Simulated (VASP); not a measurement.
# SnTe (P6_3/mmc) in VASP: a series of runs, part 2 of 2

VASP 6.6.1. Earlier steps stand in the parts before.

## Step 3: Single point, r2SCAN

POSCAR reads:

```
SnTe
1.0
    5.3879010630      0.0000000000      0.0000000000
   -2.6939505315      4.6660591936      0.0000000000
    0.0000000000      0.0000000000      6.4239308324
Sn Te
2 2
Direct
    0.3333333333      0.6666666667      0.2500000000
    0.6666666667      0.3333333333      0.7500000000
    0.6666666667      0.3333333333      0.2500000000
    0.3333333333      0.6666666667      0.7500000000
```

INCAR.step1 reads:

```
PREC = Accurate
ENCUT = 520
ISMEAR = 0
SIGMA = 0.01
LREAL = F
LASPH = T
NELM = 100
NBANDS = 28
GGA = PE
ALGO = Normal
EDIFF = 1E-4
LWAVE = T
LCHARG = F
```

INCAR.step2 reads:

```
PREC = Accurate
ENCUT = 520
EDIFF = 1E-7
ISMEAR = 0
SIGMA = 0.01
LREAL = F
LASPH = T
NELM = 100
ALGO = Normal
ISIF = 2
LWAVE = F
LCHARG = F
METAGGA = R2SCAN
LMIXTAU = T
NBANDS = 28
ISTART = 1
```

KPOINTS reads:

```
Automatic mesh
0
Gamma
  6 6 4
```

Potentials or basis: VASP PAW PBE potentials, release 64 (Sn_d, Te).

The run is started by

```console
$ cat potpaw_PBE.64/Sn_d/POTCAR potpaw_PBE.64/Te/POTCAR > POTCAR
$ cp INCAR.step1 INCAR
$ mpirun -np 1 vasp_std > vasp.out
$ cp INCAR.step2 INCAR
$ mpirun -np 1 vasp_std > vasp.out
```

OUTCAR:

```text
PREC = Accurate
   ENCUT = 520
   EDIFF = 1E-7
   ISMEAR = 0
   LREAL = F
   LASPH = T
   NELM = 100
   ISIF = 2
   METAGGA = R2SCAN
   ISTART = 1

 ion  position               nearest neighbor table
   1  0.333  0.667  0.250-   3 3.11   3 3.11   3 3.11   4 3.21   4 3.21
   2  0.667  0.333  0.750-   4 3.11   4 3.11   4 3.11   3 3.21   3 3.21
   3  0.667  0.333  0.250-   1 3.11   1 3.11   1 3.11   2 3.21   2 3.21
   4  0.333  0.667  0.750-   2 3.11   2 3.11   2 3.11   1 3.21   1 3.21

[... 847 lines left out ...]
  Direction    XX          YY          ZZ          XY          YZ          ZX
  --------------------------------------------------------------------------------------
  -------------------------------------------------------------------------------------
  Total       -0.0091084     -0.0091084     -0.0104292      0.0000000      0.0000000      0.0000000
  in kB       -0.0903608     -0.0903608     -0.1034644      0.0000000      0.0000000      0.0000000
  external PRESSURE =      -0.0947287 kB  Pullay stress =       0.0000000 kB

 VOLUME and BASIS-vectors are now :
 -----------------------------------------------------------------------------
  energy-cutoff  :      520.00
  volume of cell :      161.50
      direct lattice vectors                 reciprocal lattice vectors
     5.387901063  0.000000000  0.000000000     0.185601032  0.107156806  0.000000000
    -2.693950532  4.666059194  0.000000000     0.000000000  0.214313612  0.000000000
     0.000000000  0.000000000  6.423930832     0.000000000  0.000000000  0.155667928

 POSITION                                       TOTAL-FORCE (eV/Angst)
 -----------------------------------------------------------------------------------
     -0.00000      3.11071      1.60598         0.000000     -0.000000      0.000000
      2.69395      1.55535      4.81795        -0.000000      0.000000      0.000000
      2.69395      1.55535      1.60598        -0.000000      0.000000      0.000000
     -0.00000      3.11071      4.81795        -0.000000      0.000000      0.000000
 -----------------------------------------------------------------------------------
    total drift:                                0.000000     -0.000000      0.000000

  FREE ENERGIE OF THE ION-ELECTRON SYSTEM (eV)
  ---------------------------------------------------
  free  energy   TOTEN  =      -100.7656019050 eV

  energy  without entropy=     -100.7656019050  energy(sigma->0) =     -100.76560191
```

OSZICAR.step1:

```text
N       E                     dE             d eps       ncg     rms          rms(c)
DAV:   1     0.334447100242E+03    0.33445E+03   -0.18642E+04  1188   0.156E+03
DAV:   2     0.289522450140E+02   -0.30549E+03   -0.29762E+03  1208   0.404E+02
DAV:   3    -0.128240186423E+02   -0.41776E+02   -0.40713E+02  1424   0.142E+02
DAV:   4    -0.147867688342E+02   -0.19628E+01   -0.19562E+01  1368   0.316E+01
DAV:   5    -0.148560910357E+02   -0.69322E-01   -0.69314E-01  1608   0.626E+00    0.620E+00
DAV:   6    -0.146593811544E+02    0.19671E+00   -0.43407E-01  1376   0.313E+00    0.413E+00
DAV:   7    -0.146557842750E+02    0.35969E-02   -0.19312E-01  1452   0.149E+00    0.963E-01
DAV:   8    -0.146546129087E+02    0.11714E-02   -0.25704E-02  1280   0.917E-01    0.499E-01
DAV:   9    -0.146563156092E+02   -0.17027E-02   -0.32208E-03  1200   0.315E-01    0.117E-01
DAV:  10    -0.146563027565E+02    0.12853E-04   -0.43116E-04  1180   0.136E-01
   1 F= -.14656303E+02 E0= -.14656303E+02  d E =-.796646E-61
```

Wall time 5.2 min (1 thread of Intel Xeon 6975P-C (Granite Rapids), shared host); peak memory 0.33 GiB.

Results:

```
Free energy            : -100.7656 eV
Pressure               : 0.0 GPa
Band gap on the k mesh : 0.51 eV (least direct gap 0.53 eV)
```

Levels at points of the mesh, in eV from the valence-band top:
```
           k point  band 16  band 17  band 18  band 19  band 20  band 21  band 22  band 23  band 24  band 25
(0.00, 0.00, 0.00)    -3.76    -3.76    -2.35    -2.35    -2.31     0.55     0.55     2.28     2.28     3.63
(0.50, 0.00, 0.00)    -4.37    -3.51    -2.76    -2.60    -0.77     1.84     2.90     3.27     3.67     4.13
(0.00, 0.00, 0.50)    -3.12    -3.12    -3.12    -1.76    -1.76     1.10     1.10     1.10     1.10     1.90
(0.50, 0.00, 0.50)    -3.68    -2.28    -2.28    -0.95    -0.95     0.67     0.67     2.42     2.42     3.46
```

Caveat: the PAW data sets were made with another functional, which shifts forces and pressure a little; spin-orbit coupling is left out, which moves the levels of the heavy elements. A k mesh can miss the band edges.

## Step 4: Relaxation of cell and atoms, PBE

This run uses another cell than the first one, of 29.40 Å³/atom.

INCAR reads:

```
ALGO = Normal
EDIFF = 1E-7
EDIFFG = -0.005
ENCUT = 600
GGA = PE
IBRION = 2
ISIF = 3
ISMEAR = -1
LASPH = T
LCHARG = F
LREAL = F
LWAVE = F
NELM = 60
NSW = 80
PREC = Accurate
SIGMA = 0.02
```

KPOINTS reads:

```
k-points
0
Gamma
  6 6 4
```

POSCAR reads:

```
SnTe
1.0
    4.7716585356      0.0000000000      0.0000000000
   -2.3858292678      4.1323775100      0.0000000000
    0.0000000000      0.0000000000      5.9642562000
Sn Te
2 2
Direct
    0.3333333333      0.6666666667      0.2500000000
    0.6666666667      0.3333333333      0.7500000000
    0.6666666667      0.3333333333      0.2500000000
    0.3333333333      0.6666666667      0.7500000000
```

The run is started by

```console
$ cat potpaw_PBE.64/Sn_d/POTCAR potpaw_PBE.64/Te/POTCAR > POTCAR
$ mpirun -np 1 vasp_std > vasp.out
```

Run time: 6.3 min. Hardware: 1 thread of Intel Xeon 6975P-C (Granite Rapids), shared host; peak memory 0.31 GiB.

The run converged. Its results:

```
Free energy                           : -14.6574 eV
Relaxed volume                        : 41.19 Å³/atom
Relaxed cell                          : a = 5.422 Å, b = 5.422 Å, c = 6.473 Å, α = 90.00°, β = 90.00°, γ = 120.00°
Space group after relaxing (to 0.1 Å) : P6_3/mmc (No. 194)
Energy gained by relaxing             : 580.4 meV/atom
Ionic steps                           : 7
Pressure after relaxing               : 0.0 GPa
Band gap on the k mesh                : 0.48 eV
```

Step by step:
```csv
step,energy change (eV),largest force (eV/Å),pressure (GPa),volume (Å³)
1,0.0000,0.0000,19.68,117.60
2,-2.0236,0.0000,-3.14,190.04
3,-2.3197,0.0000,0.19,163.81
4,-2.3199,0.0000,0.00,164.83
5,-2.3213,0.0000,-0.09,165.24
6,-2.3213,0.0000,-0.08,165.23
7,-2.3215,0.0000,0.00,164.76
```

Final structure:
```yaml
crystal:
  lattice:
    - [5.42158, 0.00000, 0.00000]
    - [-2.71079, 4.69523, 0.00000]
    - [0.00000, 0.00000, 6.47251]
  atoms:
    - { symbol: Sn, position: [0.33333, 0.66667, 0.25000] }
    - { symbol: Sn, position: [0.66667, 0.33333, 0.75000] }
    - { symbol: Te, position: [0.66667, 0.33333, 0.25000] }
    - { symbol: Te, position: [0.33333, 0.66667, 0.75000] }
```

Levels at points of the mesh, in eV from the valence-band top:
```tsv
k point	band 18	band 19	band 20	band 21	band 22	band 23
(0.00, 0.00, 0.00)	-2.02	-2.02	-1.97	0.60	0.60	2.22
(0.50, 0.00, 0.00)	-2.41	-2.36	-0.67	1.74	2.78	3.07
(0.00, 0.00, 0.50)	-2.76	-1.59	-1.59	1.12	1.12	1.12
(0.50, 0.00, 0.50)	-1.99	-0.85	-0.85	0.62	0.62	2.28
```

Caveat: the volume moved by over 15 % at a fixed basis, so the end points are rough; spin-orbit coupling is left out, which moves the levels of the heavy elements.

## Step 5: Summary

```csv
task,level,cell,cutoff (eV),smearing,gap on the mesh (eV),pressure (GPa)
single point,r2SCAN,"a = 5.388, b = 5.388, c = 6.424 Å, angles 90.0, 90.0, 120.0°, 4 atoms",520,fermi-dirac 0.02 eV,0.51,0.0
single point,r2SCAN,"a = 5.388, b = 5.388, c = 6.424 Å, angles 90.0, 90.0, 120.0°, 4 atoms",520,gaussian 0.01 eV,0.51,0.0
relaxation of cell and atoms,PBE,"relaxed from a = 4.772, b = 4.772, c = 5.964 Å, angles 90.0, 90.0, 120.0°, 4 atoms",600,fermi-dirac 0.02 eV,0.48,0.0
```

Alike in all rows: potentials or basis VASP PAW PBE potentials, release 64 (Sn_d, Te); no spin polarisation; k mesh 6 × 6 × 4.

Caveats: spin-orbit coupling is left out, which moves the levels of the heavy elements; the PAW data sets were made with another functional, which shifts forces and pressure a little (at least some runs); the volume moved by over 15 % at a fixed basis, so the end points are rough (at least some runs).

Absolute energies hang on the potentials; compare differences alone.
